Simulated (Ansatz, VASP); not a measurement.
Two plane-wave programs on CuO

Contents of INCAR:

```
PREC = Accurate
ENCUT = 520
EDIFF = 1E-6
ISMEAR = -1
SIGMA = 0.05
LREAL = F
LASPH = T
NELM = 150
ALGO = Normal
ISIF = 2
LWAVE = F
LCHARG = F
LMAXMIX = 4
LDAU = T
LDAUTYPE = 2
LDAUL = 2 -1
LDAUU = 2 0
LDAUJ = 0 0
LDAUPRINT = 1
GGA = PE
NBANDS = 25
```

The input KPOINTS:

```
Automatic mesh
0
Gamma
  8 8 6
```

Contents of POSCAR:

```
CuO
1.0
    3.4220509700      0.0000000000      0.0000000000
    0.0000000000      3.4220509700      0.0000000000
    0.0000000000      0.0000000000      4.2604614800
Cu O
2 2
Direct
    0.0000000000      0.5000000000      0.0000000000
    0.5000000000      0.0000000000      0.5000000000
    0.0000000000      0.0000000000      0.2500000000
    0.0000000000      0.0000000000      0.7500000000
```

File input.yaml:

```yaml
crystal:
  lattice:
    - [3.42205097, 0.0, 0.0]
    - [0.0, 3.42205097, 0.0]
    - [0.0, 0.0, 4.26046148]
  atoms:
    - { symbol: Cu, position: [0.0, 0.5, 0.0] }
    - { symbol: Cu, position: [0.5, 0.0, 0.5] }
    - { symbol: O, position: [0.0, 0.0, 0.25] }
    - { symbol: O, position: [0.0, 0.0, 0.75] }
hamiltonian:
  xc: pbe
  pseudopotentials: { kind: paw }
  hubbard: { sites: [{ species: Cu, l: d, u_eff: 2.0 }] }
kpoints:
  mp_grid: { grid: [8, 8, 6] }
  band_path:
    path:
      - [[0.0, 0.0, 0.0], [0.0, 0.5, 0.0], [0.5, 0.5, 0.0], [0.0, 0.0, 0.0], [0.0, 0.0, 0.5], [0.0, 0.5, 0.5], [0.5, 0.5, 0.5], [0.0, 0.0, 0.5]]
      - [[0.0, 0.5, 0.0], [0.0, 0.5, 0.5]]
      - [[0.5, 0.5, 0.0], [0.5, 0.5, 0.5]]
    npoints: 14
scf:
  occupations: { method: fermi_dirac, width: 0.05 }
  n_extra_bands: 10
output:
  forces: true
  stress: true
  eigenvalues: true
  fatbands: false
```

Alike in both runs: functional PBE; k mesh 8 × 8 × 6; occupations fermi-dirac, width 0.05 eV; no spin polarisation; Hubbard terms Cu d U = 2.0 eV.

```csv
,VASP,Ansatz
version,VASP 6.6.1,Ansatz 0.2.0
potentials or method,"VASP PAW PBE potentials, release 64 (Cu, O)",Ansatz PAW
plane-wave cutoff (eV),520,420
valence electrons in the cell,34,50
task,single point,band structure
```

Ansatz gave:

| Property | Result |
| --- | --- |
| gap on the k mesh at the Fermi level (eV) | none |
| pressure (GPa) | -1.8 |
| traceless stress, the component that is largest in VASP (GPa) | 22.20 |

Q: Estimate VASP's values.

A: gap on the k mesh at the Fermi level (eV): none; pressure (GPa): -2.8; traceless stress, the component that is largest in VASP (GPa): 22.68.

The programs project onto different local orbitals, so the same U acts differently, and such runs can settle in different states. A gap of «none» marks a metal or a gap that the smearing closes. VASP's potentials hold 34 valence electrons a cell and Ansatz's 50, so a difference there can come from the potentials and not from the codes.
